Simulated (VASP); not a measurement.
The system is InSe.

```
In Se
1.0
     2.00000    1.15470    8.44000
    -2.00000    1.15470    8.44000
     0.00000   -2.30940    8.44000
In Se
2 2
Cartesian
  0.0000 0.0000 22.4994
  0.0000 0.0000 0.0000
  0.0000 0.0000 4.3525
  0.0000 0.0000 9.7102
```

- Program: VASP 6.6.1
- Task: relaxation of cell and atoms
- Functional: PBE
- Dispersion: D4
- Potentials or basis: VASP PAW PBE potentials, release 64 (In_d, Se)
- Cutoff: 600 eV
- k mesh: 8 × 8 × 8
- Occupations: fermi-dirac, width 0.05 eV
- Spin: no spin polarisation

At the start: pressure 1.0 GPa; volume 29.24 Å³/atom.

Where does the relaxation end?

Over 13 steps the energy falls by 4.8 meV/atom and the volume is 29.26 Å³/atom (+0.1 %); space group R3m (No. 160, to 0.05 Å).

The path:
```tsv
step	energy change (eV)	largest force (eV/Å)	pressure (GPa)	volume (Å³)
1	0.0000	0.3900	0.95	116.95
2	-0.0106	0.1917	-0.75	119.90
3	-0.0151	0.0372	-0.19	118.84
4	-0.0159	0.0457	-0.04	118.36
5	-0.0160	0.0555	0.02	118.14
6	-0.0165	0.0499	0.03	118.02
7	-0.0178	0.0519	0.06	117.64
8	-0.0190	0.0540	0.12	116.90
9	-0.0186	0.0542	-0.32	117.56
10	-0.0193	0.0144	-0.05	117.14
11	-0.0193	0.0164	-0.04	117.13
12	-0.0193	0.0145	-0.03	117.13
13	-0.0193	0.0073	-0.03	117.02
```

Final structure:
```xyz
4
Lattice="2.0180 1.1651 8.2956 -2.0180 1.1651 8.2956 0.0000 -2.3302 8.2956" Properties=species:S:1:pos:R:3 pbc="T T T"
In    0.0000    0.0000   22.1046
In    0.0000    0.0000    0.0102
Se    0.0000    0.0000    4.2294
Se    0.0000    0.0000    9.5924
```
